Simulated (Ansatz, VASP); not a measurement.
AlN in VASP and in Ansatz

```xyz
4
Lattice="3.2420 0.0000 0.0000 -1.6210 2.8077 0.0000 0.0000 0.0000 3.9744" Properties=species:S:1:pos:R:3 pbc="T T T"
Al    0.0000    1.8718    2.9808
Al    1.6210    0.9359    0.9936
N     0.0000    1.8718    0.9936
N     1.6210    0.9359    2.9808
```

Alike in both runs: task single point; functional PBEsol; k mesh 9 × 9 × 6; occupations gaussian, width 0.05 eV; no spin polarisation.

```csv
,VASP,Ansatz
version,VASP 6.6.1,Ansatz 0.2.0
potentials or method,"VASP PAW PBE potentials, release 64 (Al, N), cutoff 520 eV","scalar-relativistic, plane waves, PAW"
valence electrons in the cell,16,16
```

```csv
,VASP,Ansatz,Ansatz less VASP
gap on the k mesh at the Fermi level (eV),3.93,3.92,-0.015
least direct gap on the mesh (eV),3.93,3.92,-0.015
pressure (GPa),19.0,18.9,-0.11
"traceless stress, the component that is largest in VASP (GPa)",2.94,2.89,-0.044
```

VASP's potentials were made for PBE, not for PBEsol, and Ansatz warns of the same on its side. The functional is the same, so the differences come from potentials, cutoffs and numerics.
